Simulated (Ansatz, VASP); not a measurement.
**Si3WC2: VASP beside Ansatz**

The input INCAR:

```
SYSTEM = Si3WC2
ALGO = Normal ; EDIFF = 1E-6
EDIFFG = -0.04 ; ENCUT = 600
GGA = PE ; IBRION = 2
ISIF = 3 ; ISMEAR = 0
LASPH = .True. ; LCHARG = .False.
LREAL = .False. ; LWAVE = .False.
NELM = 100 ; NSW = 90
PREC = Accurate ; SIGMA = 0.1
```

The input KPOINTS:

```
k-points
0
Gamma
  4 4 6
  0 0 0
```

The input POSCAR:

```
Si3WC2
1.0
    2.9175657900     -4.4490642700      0.0000000000
    2.9175657900      4.4490642700      0.0000000000
    0.0000000000      0.0000000000      2.9041357100
Si W C
3 1 2
Direct
    0.0000000000      0.0000000000      0.0000000000
    0.5000000000      0.0000000000      0.5000000000
    0.0000000000      0.5000000000      0.5000000000
    0.5000000000      0.5000000000      0.0000000000
    0.2156325000      0.7843675000      0.0000000000
    0.7843675000      0.2156325000      0.0000000000
```

Input for Ansatz:

```yaml
crystal:
  lattice:
    - [2.91756579, -4.44906427, 0.0]
    - [2.91756579, 4.44906427, 0.0]
    - [0.0, 0.0, 2.90413571]
  atoms:
    - { symbol: Si, position: [0.0, 0.0, 0.0] }
    - { symbol: Si, position: [0.5, 0.0, 0.5] }
    - { symbol: Si, position: [0.0, 0.5, 0.5] }
    - { symbol: W, position: [0.5, 0.5, 0.0] }
    - { symbol: C, position: [0.2156325, 0.7843675, 0.0] }
    - { symbol: C, position: [0.7843675, 0.2156325, 0.0] }
basis:
  ecutwfc: 420
kpoints:
  mp_grid: { grid: [4, 4, 6] }
hamiltonian:
  xc: pbe
scf:
  occupations: { method: gaussian, width: 0.1 }
  lower_state_search: "off"
output:
  forces: true
  stress: true
  eigenvalues: true
relax:
  adjacent_minimum: "off"
  f_tol: 0.04
  max_steps: 70
  cell: { stress_tol: 0.4 }
```

Change from the starting cell: species swapped into the NaH2Pd3 type (Cmmm, No. 65).

Alike in both runs: task relaxation of cell and atoms; functional PBE; k mesh 4 × 4 × 6; occupations gaussian, width 0.1 eV; no spin polarisation.

```csv
,VASP,Ansatz
version,VASP 6.6.1,Ansatz 0.2.0
potentials or method,"VASP PAW PBE potentials, release 64 (Si, W_sv, C), cutoff 600 eV","scalar-relativistic, plane waves, PAW"
valence electrons in the cell,34,34
```

|  | VASP | Ansatz | Ansatz less VASP |
| --- | --- | --- | --- |
| gap on the k mesh at the Fermi level, each at its own relaxed structure (eV) | none | none | - |
| relaxed volume (Å³/atom) | 11.24 | 11.27 | +0.031 |
| relaxed length of the cell vector where the two differ most in proportion (Å) | 5.134 | 5.145 | +0.0108 |

A gap of «none» marks a metal or a gap that the smearing closes.

The k mesh is coarse, so the values compare programs but aren't converged. Spin-orbit coupling is off throughout.
